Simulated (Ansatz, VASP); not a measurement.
## Al: VASP beside Ansatz

```
CELL_PARAMETERS angstrom
0.00000 2.02479 2.02479
2.02479 0.00000 2.02479
2.02479 2.02479 0.00000
ATOMIC_POSITIONS crystal
Al 0.00000 0.00000 0.00000
```

Alike in both runs: task relaxation of cell and atoms; functional r2SCAN; k mesh 16 × 16 × 16; occupations fermi-dirac, width 0.05 eV; no spin polarisation.

|  | VASP | Ansatz |
| --- | --- | --- |
| version | VASP 6.6.1 | Ansatz 0.2.0 |
| potentials or method | VASP PAW PBE potentials, release 64 (Al), cutoff 600 eV | plane-wave PAW DFT |
| valence electrons in the cell | 3 | 3 |

VASP gave:

```
relaxed volume (Å³/atom)                                     : 15.87
relaxed cell length with the largest relative difference (Å) : 2.821
```

Task: Estimate Ansatz's values.

Result: Relaxed volume (Å³/atom): 15.91; relaxed cell length with the largest relative difference (Å): 2.823.

VASP's potentials were made for PBE, not for r2SCAN.
